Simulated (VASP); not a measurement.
A run of VASP 6.6.1 is set up as follows.

File INCAR:

```
PREC = Accurate
ENCUT = 520
EDIFF = 1E-7
ISMEAR = -1
SIGMA = 0.05
LREAL = Auto
LASPH = T
NELM = 150
ALGO = Normal
ISIF = 2
LWAVE = F
LCHARG = T
ISPIN = 2
MAGMOM = 0 0.31 0 0.31 0 0.31 0 0 0.31 0 0.31 0 0 0.31 0.31
LORBIT = 11
GGA = PS
LELF = T
LVHAR = T
NBANDS = 50
```

The input KPOINTS:

```
Automatic mesh
0
Gamma
  2 2 2
  0.5 0.5 0.5
```

POSCAR

```
BaAl7P7
1.0
   10.9400000000      0.0000000000      0.0000000000
    0.0000000000      5.4700000000      0.0000000000
    0.0000000000      0.0000000000      5.4700000000
Al P Ba
7 7 1
Direct
    0.9992490000      0.0009760000      0.9998130000
    0.4973890000      0.9897620000      0.0028430000
    0.2484320000      0.5052310000      0.9960420000
    0.7436620000      0.5015890000      0.0106610000
    0.2500930000      0.9938470000      0.4966200000
    0.7482340000      0.0173620000      0.5091970000
    0.9943970000      0.5032270000      0.4906990000
    0.1254460000      0.2589160000      0.2403090000
    0.3796020000      0.7575030000      0.2453570000
    0.8743610000      0.7411300000      0.2467620000
    0.3742050000      0.2553630000      0.7460380000
    0.8694280000      0.2526900000      0.7422020000
    0.1246090000      0.7397190000      0.7420020000
    0.6237080000      0.7492670000      0.7472450000
    0.4988360000      0.4926790000      0.4977020000
```

Potentials or basis: VASP PAW PBE potentials, release 64 (Al, P, Ba_sv).

Run with:

```sh
$ cat potpaw_PBE.64/Al/POTCAR potpaw_PBE.64/P/POTCAR potpaw_PBE.64/Ba_sv/POTCAR > POTCAR
$ mpirun -np 1 vasp_std > vasp.out
```

Q: What does it give for the largest force?

A: 8.669 eV/Å.

Q: Estimate the pressure.

A: 7.9 GPa.

Q: What does it give for the band gap on the k mesh?

A: 0.43 eV.

Forces in eV/Å, atoms in the order of the input:
```
Al   0.112 -0.182 -0.446
Al   0.626  0.861 -0.724
Al   0.339  0.007 -0.053
Al  -0.011 -0.673 -0.157
Al  -0.270  0.388 -0.050
Al  -0.331 -0.921 -1.235
Al   0.565 -0.455  0.389
P   -0.250 -0.389  0.634
P   -4.395  3.427 -3.068
P   -0.613  1.110  0.163
P   -4.720 -4.484  4.994
P    0.507  0.631  0.899
P   -0.455  0.544  0.006
P    3.385  4.208  3.962
Ba   5.511 -4.070 -5.313
```

Caveat: the k points lie up to 0.57 Å⁻¹ apart; the PAW data sets were made with another functional, which shifts forces and pressure a little; spin-orbit coupling is left out, which moves the levels of the heavy elements.
